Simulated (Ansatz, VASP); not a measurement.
One calculation of Pt, two programs

File INCAR:

```
SYSTEM = Pt
ALGO     = Fast           ! electronic algorithm
EDIFF    = 1E-7           ! SCF threshold, eV
ENCUT    = 520            ! plane-wave cutoff, eV
GGA      = PE             ! functional
ISIF     = 2              ! what is computed and relaxed
ISMEAR   = 0              ! smearing method
LASPH    = .TRUE.         ! aspherical terms in the spheres
LCHARG   = .FALSE.        ! write CHGCAR
LREAL    = .FALSE.        ! projectors in reciprocal space
LWAVE    = .FALSE.        ! write WAVECAR
NBANDS   = 17             ! bands
NELM     = 100            ! most SCF steps
PREC     = Accurate       ! precision mode
SIGMA    = 0.15           ! smearing width, eV
```

Contents of KPOINTS:

```
k-points
0
G
  18 18 10
  0 0 0
```

The input POSCAR:

```
Pt
1.0
    2.4826856532      0.0000000000      0.0000000000
   -1.2413428266      2.6278619220      0.0000000000
    0.0000000000      0.0000000000      4.7813829983
Pt
2
Direct
    0.6666666667      0.3333333333      0.7500000000
    0.3333333333      0.6666666667      0.2500000000
```

Input for Ansatz:

```yaml
crystal:
  lattice:
    - [2.4826856532, 0.0, 0.0]
    - [-1.2413428266, 2.627861922, 0.0]
    - [0.0, 0.0, 4.7813829983]
  atoms:
    - { symbol: Pt, position: [0.6666666667, 0.3333333333, 0.75] }
    - { symbol: Pt, position: [0.3333333333, 0.6666666667, 0.25] }
basis:
  ecutwfc: 420
kpoints:
  mp_grid: { grid: [18, 18, 10] }
hamiltonian:
  xc: pbe
scf:
  occupations: { method: gaussian, width: 0.15 }
output:
  forces: true
  stress: true
  eigenvalues: true
```

Change from the starting cell: normal strain along x -0.1000, normal strain along y +0.1000.

Alike in both runs: task single point; functional PBE; k mesh 18 × 18 × 10; occupations gaussian, width 0.15 eV; no spin polarisation.

```csv
,VASP,Ansatz
version,VASP 6.6.1,Ansatz 0.2.0
potentials or method,"VASP PAW PBE potentials, release 64 (Pt), cutoff 520 eV","scalar-relativistic, plane waves, PAW"
valence electrons in the cell,20,36
```

|  | VASP | Ansatz | Ansatz less VASP |
| --- | --- | --- | --- |
| gap on the k mesh at the Fermi level (eV) | none | none | - |
| pressure (GPa) | 12.8 | 13.3 | +0.54 |
| traceless stress, the component that is largest in VASP (GPa) | 38.16 | 38.49 | +0.326 |
| rms of the force components (eV/Å) | 0.042 | 0.042 | -0.0006 |

Atom by atom the forces differ by 0.001 eV/Å (rms over components). A gap of «none» marks a metal or a gap that the smearing closes. VASP's potentials hold 20 valence electrons a cell and Ansatz's 36, so a difference there can come from the potentials and not from the codes.

Spin-orbit coupling is off throughout.
